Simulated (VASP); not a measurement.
## Cr: single point with r2SCAN

Crystal: Cr.

```
CELL_PARAMETERS angstrom
-1.42484 1.42484 1.42484
1.42484 -1.42484 1.42484
1.42484 1.42484 -1.42484
ATOMIC_POSITIONS crystal
Cr 0.00000 0.00000 0.00000
```

```yaml
Program: VASP 6.6.1
Task: single point
Functional: r2SCAN
Potentials_or_basis: VASP PAW PBE potentials, release 64 (Cr_pv)
Cutoff: 520 eV
k_mesh: 22 × 22 × 22
Occupations: gaussian, width 0.05 eV
Spin: collinear spin, ferromagnetic start
Starting_moments: "[2.0] μB"
Dipole_correction: no
Further_INCAR_settings: ALGO = Normal; EDIFF = 1e-07; NBANDS = 16
```

```json
{
 "Pressure": "-5.1 GPa",
 "Band gap on the k mesh": "zero (filled and empty bands overlap)",
 "Net moment": "0.00 μB per cell",
 "Valence electrons inside the program's atomic spheres": "Cr 11.28"
}
```

Levels at points of the mesh, in eV from the Fermi level:
Spin up:
```
           k point  band 4  band 5  band 6  band 7  band 8  band 9
(0.00, 0.00, 0.00)   -8.40   -0.94   -0.94   -0.94    1.43    1.43
(0.50, 0.00, 0.00)   -4.63   -2.57    0.96    1.34    1.78    2.90
(0.50, 0.50, 0.50)   -4.37   -4.37    2.51    2.51    2.51    3.12
```
Spin down:
| k point | band 4 | band 5 | band 6 | band 7 | band 8 | band 9 |
| --- | --- | --- | --- | --- | --- | --- |
| (0.00, 0.00, 0.00) | -8.40 | -0.94 | -0.94 | -0.94 | 1.43 | 1.43 |
| (0.50, 0.00, 0.00) | -4.63 | -2.57 | 0.96 | 1.34 | 1.78 | 2.90 |
| (0.50, 0.50, 0.50) | -4.37 | -4.37 | 2.51 | 2.51 | 2.51 | 3.12 |

Run time: 10 min on 1 thread of Oxide Virtual Turin-like Processor, on a shared host, peak memory 0.16 GiB.

Caveat: the cell stands under tension; the moments typed at the start vanished in this run; the PAW data sets were made with another functional, which shifts forces and pressure a little.
